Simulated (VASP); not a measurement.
# Re: single point with BLYP

Crystal: Re.

```
Re
1.0
     0.00000    2.74292    2.74292
     2.74292    0.00000    2.74292
     2.74292    2.74292    0.00000
Re
2
Direct
  0.12500 0.12500 0.12500
  0.87500 0.87500 0.87500
```

This cell differs from its parent crystal: volume scaled by 0.88.

```yaml
Program: VASP 6.6.1
Task: single point
Functional: BLYP
Potentials_or_basis: VASP PAW PBE potentials, release 64 (Re)
Cutoff: 520 eV
k_mesh: 11 × 11 × 11
Occupations: fermi-dirac, width 0.1 eV
Spin: no spin polarisation
Dipole_correction: no
Further_INCAR_settings: ALGO = Normal; EDIFF = 1e-06; NBANDS = 14
```

```yaml
Pressure: 25.8 GPa
Band_gap_on_the_k_mesh: zero (band 7 reaches 5.49 eV, above the bottom of band 8 at 4.30 eV)
```

Levels at points of the mesh, in eV from the Fermi level:
| k point | band 3 | band 4 | band 5 | band 6 | band 7 | band 8 | band 9 | band 10 | band 11 | band 12 |
| --- | --- | --- | --- | --- | --- | --- | --- | --- | --- | --- |
| (0.00, 0.00, 0.00) | -3.47 | -2.47 | -2.47 | -2.47 | 0.64 | 0.64 | 0.64 | 4.57 | 4.57 | 11.79 |

It took 58 s on 1 thread of AMD EPYC 7R13 Processor (Zen 3), with other jobs on the host, peak memory 0.15 GiB.

Caveat: the PAW data sets were made with another functional, which shifts forces and pressure a little; spin-orbit coupling is left out, which moves the levels of the heavy elements.
